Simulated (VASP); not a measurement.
## ScAl3: single point with PBE

The system is ScAl3.

```
Sc Al
1.0
     4.10533    0.00000    0.00000
     0.00000    4.10533    0.00000
     0.00000    0.00000    4.10533
Sc Al
1 3
Direct
  0.01149 0.98851 0.00000
  0.50000 0.00000 0.50000
  0.00000 0.50000 0.50000
  0.50000 0.50000 0.00000
```

This cell differs from its parent crystal: atom 1 (Sc) moved +0.067 Å along Cartesian [1 -1 0].

```
Program             : VASP 6.6.1
Task                : single point
Functional          : PBE
Potentials or basis : VASP PAW PBE potentials, release 64 (Sc_sv, Al)
Cutoff              : 520 eV
k mesh              : 12 × 12 × 12
Occupations         : gaussian, width 0.15 eV
Spin                : no spin polarisation
```

```json
{
  "Pressure": "0.0 GPa",
  "Largest force": "0.628 eV/Å",
  "Band gap on the k mesh": "zero (bands 10 and 11 overlap by 3.86 eV)"
}
```

Forces in eV/Å, atoms in the order of the input:
```
Sc  -0.444  0.444  0.000
Al   0.200 -0.043  0.000
Al   0.043 -0.200  0.000
Al   0.202 -0.202  0.000
```

Stress tensor (GPa, compression positive):
```
 0.03 -0.08  0.00
-0.08  0.03  0.00
 0.00  0.00  0.02
```

Levels at points of the mesh, in eV from the Fermi level:
```csv
k point,band 8,band 9,band 10,band 11,band 12,band 13
"(0.00, 0.00, 0.00)",-1.83,-1.82,-1.82,1.25,1.28,1.28
"(0.50, 0.00, 0.00)",-1.71,-1.47,0.77,0.95,0.97,1.33
"(0.00, 0.00, 0.50)",-1.71,-1.46,0.77,0.95,0.97,1.34
"(0.50, 0.50, 0.00)",-4.35,-0.55,-0.55,1.18,1.34,2.03
"(0.00, 0.50, 0.50)",-4.34,-0.54,-0.54,1.16,1.37,2.04
"(0.50, 0.50, 0.50)",-4.44,-2.96,-2.96,-2.96,0.92,2.57
```

Run time: 4.1 min on 1 thread of Intel(R) Xeon(R) Platinum 8259CL CPU @ 2.50GHz (Skylake/Cascade Lake), on a shared host, peak memory 0.45 GiB.

Caveat: the cell differs from its parent crystal (atom 1 (Sc) moved +0.067 Å along Cartesian [1 -1 0]).
